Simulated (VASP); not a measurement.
# Si7C8 (a cell with a defect) in VASP: single point with PBE

Aim: the single point of Si7C8 (a cell with a defect) with PBE.

Everything below comes from runs of VASP 6.6.1. Logs are shortened: lines on timing, memory, paths and dates and some standing lists are left out, and cuts for length are marked.

### 1 The cell of the first run

The cell holds a defect, 15 atoms: a = 5.942 Å, b = 5.942 Å, c = 6.184 Å, α = 105.08°, β = 105.08°, γ = 117.29°.

### 2 Single point, PBE

Contents of INCAR:

```
SYSTEM = Si7C8
PREC     = Accurate       ! precision mode
ENCUT    = 520            ! plane-wave cutoff, eV
EDIFF    = 1E-7           ! SCF threshold, eV
ISMEAR   = 0              ! smearing method
SIGMA    = 0.05           ! smearing width, eV
LREAL    = Auto         
LASPH    = .TRUE.         ! aspherical terms in the spheres
NELM     = 60             ! most SCF steps
ALGO     = Normal         ! electronic algorithm
ISIF     = 2              ! what is computed and relaxed
LWAVE    = .FALSE.        ! write WAVECAR
LCHARG   = .FALSE.        ! write CHGCAR
GGA      = PE             ! functional
NELECT   = 64.0         
NBANDS   = 43             ! bands
```

Contents of KPOINTS:

```
regular mesh
0
G
  6 6 6
  0 0 0
```

Contents of POSCAR:

```
Si7C8
1.0
   -1.5458832052      2.6775482539     -5.0740211779
   -1.5458832052      2.6775482539      5.0740211779
    6.1835328207      0.0000000000      0.0000000000
Si C
7 8
Direct
    0.3460099657      0.3333495929      0.1793595286
    0.3399993785      0.3341647556      0.6606655339
    0.8265009749      0.8206663520      0.6606655815
    0.8997033408      0.4194426335      0.3284862660
    0.4090436195      0.9287828771      0.3284862507
    0.9106164117      0.4246095715      0.8352260063
    0.4199179932      0.9216918153      0.8416096788
    0.1475357074      0.5208843659      0.1684201241
    0.6247759506      0.0398828459      0.1646589256
    0.1479745103      0.5242524037      0.6677852963
    0.6435329295      0.0198108580      0.6677854133
    0.7261026862      0.6029224751      0.3430426809
    0.2401202214      0.1169400103      0.3430426387
    0.7237883942      0.5909079870      0.8146962589
    0.2233265100      0.1060767038      0.8294030362
```

Potentials or basis: VASP PAW PBE potentials, release 64 (Si, C).

Command:

```console
$ cat potpaw_PBE.64/Si/POTCAR potpaw_PBE.64/C/POTCAR > POTCAR
$ mpirun -np 1 vasp_std > vasp.out
```

OUTCAR:

```text
SYSTEM = Si7C8
   PREC = Accurate
   ENCUT = 520
   EDIFF = 1E-7
   ISMEAR = 0
   LREAL = Auto
   LASPH = .TRUE.
   NELM = 60
   ISIF = 2
   GGA = PE
   NELECT = 64.0

 ion  position               nearest neighbor table
   1  0.346  0.333  0.179-  13 1.83  12 1.83  15 1.95   8 1.96   4 2.93   5 2.93   2 2.98   3 2.98
                             7 3.06
   2  0.340  0.334  0.661-  13 1.80  14 1.83  15 1.91  10 1.94   1 2.98   5 2.99   3 3.01   6 3.01
                             7 3.11   7 3.14
   3  0.827  0.821  0.661-  12 1.80  14 1.83  15 1.91  11 1.94   1 2.98   4 2.99   2 3.01   6 3.01
                             7 3.11   7 3.14
   4  0.900  0.419  0.328-  12 1.81   9 1.83   8 1.94  10 1.96   1 2.93   3 2.99   7 3.02   5 3.03
                             6 3.08   6 3.11
   5  0.409  0.929  0.328-  13 1.81   9 1.83   8 1.94  11 1.96   1 2.93   2 2.99   7 3.02   4 3.03
                             6 3.08   6 3.11
   6  0.911  0.425  0.835-  14 1.80   8 1.92  11 1.93  10 1.93   2 3.01   3 3.01   5 3.08   4 3.08
                             7 3.09   7 3.09   4 3.11   5 3.11
   7  0.420  0.922  0.842-   9 1.78  11 1.90  10 1.90  15 1.93   4 3.02   5 3.02   1 3.06   6 3.09
                             6 3.09   3 3.11   2 3.11   2 3.14   3 3.14
   8  0.148  0.521  0.168-   6 1.92   4 1.94   5 1.94   1 1.96
   9  0.625  0.040  0.165-   7 1.78   5 1.83   4 1.83
  10  0.148  0.524  0.668-   7 1.90   6 1.93   2 1.94   4 1.96
  11  0.644  0.020  0.668-   7 1.90   6 1.93   3 1.94   5 1.96
  12  0.726  0.603  0.343-   3 1.80   4 1.81   1 1.83
  13  0.240  0.117  0.343-   2 1.80   5 1.81   1 1.83
  14  0.724  0.591  0.815-   6 1.80   2 1.83   3 1.83
  15  0.223  0.106  0.829-   3 1.91   2 1.91   7 1.93   1 1.95

  LATTYP: Found a face centered orthorhombic cell.
 ALAT       =     6.1835328207
 B/A-ratio  =     1.6411398872
 C/A-ratio  =     1.7320508076

  Lattice vectors:

 A1 = (   4.6376496155,   2.6775482539,   5.0740211779)
 A2 = (   3.0917664103,   5.3550965078,   0.0000000000)
 A3 = (  -1.5458832052,   2.6775482539,   5.0740211779)

Analysis of symmetry for initial positions (statically):
=====================================================================
 Subroutine PRICEL returns:
 Original cell was already a primitive cell.

 Routine SETGRP: Setting up the symmetry group for a
 face centered orthorhombic supercell.

 Subroutine GETGRP returns: Found  2 space group operations
 (whereof  1 operations were pure point group operations)
 out of a pool of  8 trial point group operations.

The static configuration has the point symmetry C_1 .
 The point group associated with its full space group is C_1h.

Analysis of symmetry for dynamics (positions and initial velocities):
=====================================================================
 Subroutine PRICEL returns:
 Original cell was already a primitive cell.

 Routine SETGRP: Setting up the symmetry group for a
 face centered orthorhombic supercell.

 Subroutine GETGRP returns: Found  2 space group operations
 (whereof  1 operations were pure point group operations)
 out of a pool of  8 trial point group operations.

The dynamic configuration has the point symmetry C_1 .
 The point group associated with its full space group is C_1h.

 Subroutine INISYM returns: Found  2 space group operations
 (whereof  1 operations are pure point group operations),
 and found     1 'primitive' translations

----------------------------------------------------------------------------------------

                                     Primitive cell

  volume of cell :     168.0182

  direct lattice vectors                    reciprocal lattice vectors
    -1.545883205  2.677548254 -5.074021178     0.000000000  0.186737998 -0.098541173
    -1.545883205  2.677548254  5.074021178     0.000000000  0.186737998  0.098541173
     6.183532821  0.000000000  0.000000000     0.161719850  0.093368999  0.000000000

  length of vectors
     5.941776708  5.941776708  6.183532821     0.211143180  0.211143180  0.186737998

  position of ions in fractional coordinates (direct lattice)
     0.346009966  0.333349593  0.179359529
     0.339999379  0.334164756  0.660665534
     0.826500975  0.820666352  0.660665581
     0.899703341  0.419442633  0.328486266
     0.409043619  0.928782877  0.328486251
     0.910616412  0.424609571  0.835226006
[... 42 lines left out ...]

  Length of vectors
     0.035190530  0.035190530  0.031123000

  Shift w.r.t. Gamma in fractional coordinates (k-lattice)
     0.000000000  0.000000000  0.000000000

 Subroutine IBZKPT returns following result:
 ===========================================

 Found     68 irreducible k-points:

 Following reciprocal coordinates:
            Coordinates               Weight
  0.000000  0.000000  0.000000      1.000000
  0.166667  0.000000  0.000000      4.000000
  0.000000 -0.166667  0.000000      4.000000
  0.333333 -0.000000  0.000000      4.000000
  0.000000 -0.333333  0.000000      4.000000
  0.500000  0.000000  0.000000      2.000000
[... 16 lines left out ...]
 -0.000000 -0.166667 -0.166667      4.000000
  0.333333  0.000000  0.166667      4.000000
 [... further k-points ...]
   k-points           NKPTS =     68   k-points in BZ     NKDIM =     68   number of bands    NBANDS=     43
   number of dos      NEDOS =    301   number of ions     NIONS =     15
   total plane-waves  NPLWV = 110592
   dimension x,y,z NGX =    48 NGY =   48 NGZ =   48
   dimension x,y,z NGXF=    96 NGYF=   96 NGZF=   96
   ions per type =               7   8
   NGX,Y,Z   is equivalent  to a cutoff of  13.43, 13.43, 12.90 a.u.
   NGXF,Y,Z  is equivalent  to a cutoff of  26.86, 26.86, 25.81 a.u.
 SYSTEM =  Si7C8
   PREC   = accura    normal or accurate (medium, high low for compatibility)
   ISTART =      0    job   : 0-new  1-cont  2-samecut
   ICHARG =      2    charge: 1-file 2-atom 10-const
   ISPIN  =      1    spin polarized calculation?
   LNONCOLLINEAR =      F non collinear calculations
   LSORBIT =      F    spin-orbit coupling
   LASPH  =      T    aspherical Exc in radial PAW
   ENCUT  =  520.0 eV  38.22 Ry    6.18 a.u.  11.05 11.05 11.50*2*pi/ulx,y,z
   NELM   =     60;   NELMIN=  2; NELMDL= -5     # of ELM steps
   EDIFF  = 0.1E-06   stopping-criterion for ELM
   LREAL  =      T    real-space projection
   EDIFFG = 0.1E-05   stopping-criterion for IOM
   NSW    =      0    number of steps for IOM
   IBRION =     -1    ionic relax: 0-MD 1-quasi-New 2-CG
   NFREE  =      0    steps in history (QN), initial steepest desc. (CG)
   ISIF   =      2    stress and relaxation
   ISYM   =      2    0-nonsym 1-usesym 2-fastsym
   POTIM  = 0.5000    time-step for ionic-motion
   TEBEG  =    0.0;   TEEND  =   0.0 temperature during run
   PSTRESS=    0.0 pullay stress
   NELECT =      64.0000    total number of electrons
   NUPDOWN=      -1.0000    fix difference up-down
   EMIN   =  10.00;   EMAX   =-10.00  energy-range for DOS
   EFERMI =   0.00;   METHOD = LEGACY
   ISMEAR =     0;   SIGMA  =   0.05  broadening in eV -4-tet -1-fermi 0-gaus
   EFERMI_NEDOS =   21; number of points for ismear=-14 and -15
   IALGO  =     38    algorithm
   IMIX   =      4    mixing-type and parameters
     AMIX     =   0.40;   BMIX     =  1.00
     AMIX_MAG =   1.60;   BMIX_MAG =  1.00
  volume/ion in A,a.u.               =      11.20        75.59
  Fermi-wavevector in a.u.,A,eV,Ry     =   1.186723  2.242582 19.161245  1.408312
  Thomas-Fermi vector in A             =   2.322890
   LORBIT       =      0    0 simple, 1 ext, 2 COOP (PROOUT), +10 PAW based schemes
   GGA     = PE    functional components
   LHFCALC =     F    Hartree Fock is set to
   AEXX    =    0.0000 exact exchange contribution
   IVDW    =     0    specifies the selected vdW correction
   LEPSILON=     F    determine dielectric tensor
   LRPA    =     F    only Hartree local field effects (RPA)
 non-spin polarized calculation
 Gauss-broadening in eV      SIGMA  =   0.05
  energy-cutoff  :      520.00
  volume of cell :      168.02
 maximum number of plane-waves:      4574
 NGX is ok and might be reduce to    48
   NGX = 23   NGY = 23   NGZ = 23

 number of electron      64.0000001 magnetization

 Free energy of the ion-electron system (eV)
  ---------------------------------------------------
  ext. energy  EPLUGINS =         0.00000000
  ---------------------------------------------------
  free energy    TOTEN  =       -76.52388144 eV

  energy without entropy =      -76.52388144  energy(sigma->0) =      -76.52388144

 E-fermi :   8.8154     XC(G=0): -11.1635

 val. band max:        8.5407377277   @ k =   0.5000   0.5000   0.0000
 cond. band min:       9.4340604187   @ k =  -0.3333  -0.3333   0.3333
 fundamental gap:      0.8933226910
 Fermi energy:         8.8153809167

 k-point     1 :       0.0000    0.0000    0.0000
  band No.  band energies     occupation
      1      -8.5853      2.00000
      2      -5.3108      2.00000
      3      -5.0324      2.00000
      4      -4.8361      2.00000
      5      -4.5519      2.00000
      6      -4.2370      2.00000
[... 1093 lines left out ...]
     42      13.5416      0.00000
     43      13.9561      0.00000

 [... further k-points ...]

------------------------ aborting loop because EDIFF is reached ----------------------------------------

  FORCE on cell =-STRESS in cart. coord.  units (eV):
  Direction    XX          YY          ZZ          XY          YZ          ZX
  --------------------------------------------------------------------------------------
  -------------------------------------------------------------------------------------
  Total       44.4308991     43.5021764     42.3899565      0.8042975      0.2227675      0.3858448
  in kB      423.6814372    414.8253802    404.2195416      7.6695703      2.1242529      3.6793155
  external PRESSURE =     414.2421197 kB  Pullay stress =       0.0000000 kB

 VOLUME and BASIS-vectors are now :
 -----------------------------------------------------------------------------
  energy-cutoff  :      520.00
  volume of cell :      168.02
      direct lattice vectors                 reciprocal lattice vectors
    -1.545883205  2.677548254 -5.074021178     0.000000000  0.186737998 -0.098541173
    -1.545883205  2.677548254  5.074021178     0.000000000  0.186737998  0.098541173
     6.183532821  0.000000000  0.000000000     0.161719850  0.093368999  0.000000000

 POSITION                                       TOTAL-FORCE (eV/Angst)
 -----------------------------------------------------------------------------------
      0.05886      1.81902     -0.06424        -0.003543     -0.002046      0.006305
      3.04307      1.80511     -0.02961        -0.001592      0.004045     -0.003534
      1.53892      4.41037     -0.02961         0.002707     -0.003402     -0.003534
     -0.00804      3.53208     -2.43685        -0.005430      0.002460     -0.005060
     -0.03692      3.58209      2.63717        -0.000585     -0.005932     -0.005060
      3.10054      3.57513     -2.46601         0.001464      0.000845     -0.008591
      3.13015      3.59223      2.54601         0.008641      0.004989      0.002837
      0.00813      1.78973      1.89438         0.003351      0.001935     -0.003052
     -0.00931      1.77966     -2.96776        -0.010080     -0.005819     -0.005079
      3.09009      1.79992      1.90924         0.001579      0.003562     -0.005731
      3.10382      1.77613     -3.16478         0.003874     -0.000414     -0.005731
      0.06670      3.55853     -0.62502        -0.002658      0.006190      0.004763
      1.56924      0.95605     -0.62502         0.004032     -0.005397      0.004763
      3.00533      3.52016     -0.67424        -0.003924     -0.002266      0.011119
      4.61942      0.88199     -0.59493         0.002164      0.001249      0.015587
 -----------------------------------------------------------------------------------
    total drift:                                0.015400      0.010098     -0.000582

  FREE ENERGIE OF THE ION-ELECTRON SYSTEM (eV)
  ---------------------------------------------------
  free  energy   TOTEN  =       -76.5238814402 eV

  energy  without entropy=      -76.5238814402  energy(sigma->0) =      -76.52388144
```

It took 24 min on 1 thread of Oxide Virtual Turin-like, shared host; peak memory 0.45 GiB.

Results:

```
Free energy   : -76.5239 eV
Largest force : 0.016 eV/Å
```

Forces on the atoms (eV/Å):
```
Si  -0.004 -0.002  0.006
Si  -0.002  0.004 -0.004
Si   0.003 -0.003 -0.004
Si  -0.005  0.002 -0.005
Si  -0.001 -0.006 -0.005
Si   0.001  0.001 -0.009
Si   0.009  0.005  0.003
C    0.003  0.002 -0.003
C   -0.010 -0.006 -0.005
C    0.002  0.004 -0.006
C    0.004  0.000 -0.006
C   -0.003  0.006  0.005
C    0.004 -0.005  0.005
C   -0.004 -0.002  0.011
C    0.002  0.001  0.016
```

Caveat: the cell carries a net charge on a neutralising background, which shifts energy and pressure; the cell is charged against a uniform background, so pressure and absolute levels hang on convention.
